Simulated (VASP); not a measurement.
Here is a VASP 6.6.1 calculation.

INCAR

```
PREC = Accurate
ENCUT = 520
EDIFF = 1E-7
ISMEAR = 0
SIGMA = 0.15
LREAL = False
LASPH = True
NELM = 100
ALGO = Normal
ISIF = 2
LWAVE = False
LCHARG = True
LELF = True
LVHAR = True
NBANDS = 11
```

The input KPOINTS:

```
Automatic mesh
0
Gamma
  22 22 22
```

The input POSCAR:

```
Pt
1.0
    0.0000000000      2.2028103250      1.4294036199
    2.2028103250      0.0000000000      1.4294036199
    2.2028103250      2.2028103250      0.0000000000
Pt
1
Direct
    0.0000000000      0.0000000000      0.0000000000
```

Potentials or basis: VASP PAW LDA potentials, release 64 (Pt).

Run with:

```bash
$ cat potpaw_LDA.64/Pt/POTCAR > POTCAR
$ mpirun -np 1 vasp_std > vasp.out
```

(1) Estimate the pressure.

(2) What does it give for the band gap on the k mesh?

## Answers

(1) 26.8 GPa.

(2) zero (band 5 reaches 13.86 eV, above the bottom of band 6 at 11.18 eV).

Caveat: spin-orbit coupling is left out, which moves the levels of the heavy elements.
